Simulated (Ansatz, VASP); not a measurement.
Al: VASP beside Ansatz

```xyz
1
Lattice="0.0000 2.0645 2.0240 1.9835 0.0000 2.0240 1.9835 2.0645 0.0000" Properties=species:S:1:pos:R:3 pbc="T T T"
Al    0.0000    0.0000    0.0000
```

Change from the starting cell: strain -0.0200 x Voigt [1, -1, 0, 0, 0, 0], atoms carried along.

Alike in both runs: task single point; functional PBE; k mesh 20 × 20 × 20; occupations gaussian, width 0.15 eV; no spin polarisation.

```csv
,VASP,Ansatz
version,VASP 6.6.1,Ansatz 0.2.0
potentials or method,"VASP PAW PBE potentials, release 64 (Al), cutoff 520 eV","scalar-relativistic, plane waves, PAW"
valence electrons in the cell,3,3
```

```csv
,VASP,Ansatz,Ansatz less VASP
gap on the k mesh at the Fermi level (eV),none,none,-
pressure (GPa),-0.4,-0.3,+0.04
"traceless stress, the component that is largest in VASP (GPa)",-1.15,-1.15,-0.005
```

A gap of «none» marks a metal or a gap that the smearing closes. The functional is the same, so the differences come from potentials, cutoffs and numerics.
